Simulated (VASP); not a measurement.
Wanted: the native input for a VASP 6.6.1 run.

```
Task                   : relaxation of cell and atoms
Functional             : PBEsol
Potentials or basis    : VASP PAW PBE potentials, release 64 (Mg, S)
Cutoff                 : 600 eV
k mesh                 : 10 × 10 × 10
Occupations            : gaussian, width 0.02 eV
Spin                   : no spin polarisation
Dipole correction      : no
Further INCAR settings : ALGO = Normal; EDIFF = 1e-07; IBRION = 2; EDIFFG = -0.002; NSW = 100; ISIF = 3
```

The structure of MgS lies in POSCAR:

```
MgS
1.0
    0.0000000000      2.6000000000      2.6000000000
    2.6000000000      0.0000000000      2.6000000000
    2.6000000000      2.6000000000      0.0000000000
Mg S
1 1
Direct
    0.0000000000      0.0000000000      0.0000000000
    0.5000000000      0.5000000000      0.5000000000
```

One way to write it, as run:

INCAR

```
SYSTEM = MgS
PREC     = Accurate       ! precision mode
ENCUT    = 600            ! plane-wave cutoff, eV
EDIFF    = 1E-7           ! SCF threshold, eV
ISMEAR   = 0              ! smearing method
SIGMA    = 0.02           ! smearing width, eV
LREAL    = .False.        ! projectors in reciprocal space
LASPH    = .True.         ! aspherical terms in the spheres
NELM     = 120            ! most SCF steps
ALGO     = Normal         ! electronic algorithm
ISIF     = 3              ! what is computed and relaxed
LWAVE    = .False.        ! write WAVECAR
LCHARG   = .False.        ! write CHGCAR
GGA      = PS             ! functional
IBRION   = 2              ! ionic algorithm
NSW      = 100            ! ionic steps
EDIFFG   = -0.002         ! ionic threshold
GGA_COMPAT= .False.      
NELMIN   = 4
```

KPOINTS

```
Automatic mesh
0
Gamma
  10 10 10
  0 0 0
```

Potentials or basis: VASP PAW PBE potentials, release 64 (Mg, S).

The run is started by

```bash
$ cat potpaw_PBE.64/Mg/POTCAR potpaw_PBE.64/S/POTCAR > POTCAR
$ mpirun -np 1 vasp_std > vasp.out
```

It gave:

| Item | Value |
| --- | --- |
| Relaxed volume | 17.36 Å³/atom |
| Relaxed cell | a = 3.662 Å, b = 3.662 Å, c = 3.662 Å, α = 60.00°, β = 60.00°, γ = 60.00° |
| Space group after relaxing (to 0.1 Å) | Fm-3m (No. 225) |
| Energy gained by relaxing | 0.7 meV/atom |
| Ionic steps | 3 |
| Pressure after relaxing | 0.0 GPa |
| Band gap on the k mesh | 2.73 eV (least direct gap 3.71 eV) |

Caveat: the PAW data sets were made with another functional, which shifts forces and pressure a little.

Run time: 73 s on 1 thread of Intel Xeon 8259CL, on a shared host, peak memory 0.18 GiB.
